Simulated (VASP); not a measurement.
Set up this calculation in VASP 6.6.1, as the native input.

```yaml
Task: single point
Functional: PBE
Potentials_or_basis: VASP PAW PBE potentials, release 64 (Si)
Cutoff: 520 eV
k_mesh: 10 × 10 × 10
Occupations: gaussian, width 0.05 eV
Spin: no spin polarisation
Dipole_correction: no
Further_INCAR_settings: ALGO = Normal; EDIFF = 1e-06; NBANDS = 11
```

The structure of Si lies in POSCAR:

```
Si
1.0
    0.0000000000      2.6537889641      3.1834852413
    2.6537889641      0.0000000000      3.1834852413
    2.6537889641      2.6537889641      0.0000000000
Si
2
Direct
    0.5000000000      0.5000000000      0.5000000000
    0.7500000000      0.7500000000      0.7500000000
```

This cell differs from its parent crystal: volume 22.420 Å^3 an atom, c/a of the conventional cell 1.1996.

These files were run (other wordings do the same):

INCAR

```
SYSTEM = Si
PREC     = Accurate       ! precision mode
ENCUT    = 520            ! plane-wave cutoff, eV
EDIFF    = 1E-6           ! SCF threshold, eV
ISMEAR   = 0              ! smearing method
SIGMA    = 0.05           ! smearing width, eV
LREAL    = .False.        ! projectors in reciprocal space
LASPH    = .True.         ! aspherical terms in the spheres
NELM     = 80             ! most SCF steps
ALGO     = Normal         ! electronic algorithm
ISIF     = 2              ! what is computed and relaxed
LWAVE    = .False.        ! write WAVECAR
LCHARG   = .False.        ! write CHGCAR
GGA      = PE             ! functional
NBANDS   = 11             ! bands
```

KPOINTS

```
regular mesh
0
Gamma
  10 10 10
  0 0 0
```

Potentials or basis: VASP PAW PBE potentials, release 64 (Si).

The run is started by

```console
$ cat potpaw_PBE.64/Si/POTCAR > POTCAR
$ mpirun -np 1 vasp_std > vasp.out
```

It gave:

```json
{"Pressure": "-7.0 GPa", "Band gap on the k mesh": "zero (band 4 reaches 5.30 eV, above the bottom of band 5 at 5.08 eV)"}
```

Run time: 31 s on 1 thread of Intel Xeon 6975P-C (shared host), peak memory 0.18 GiB.
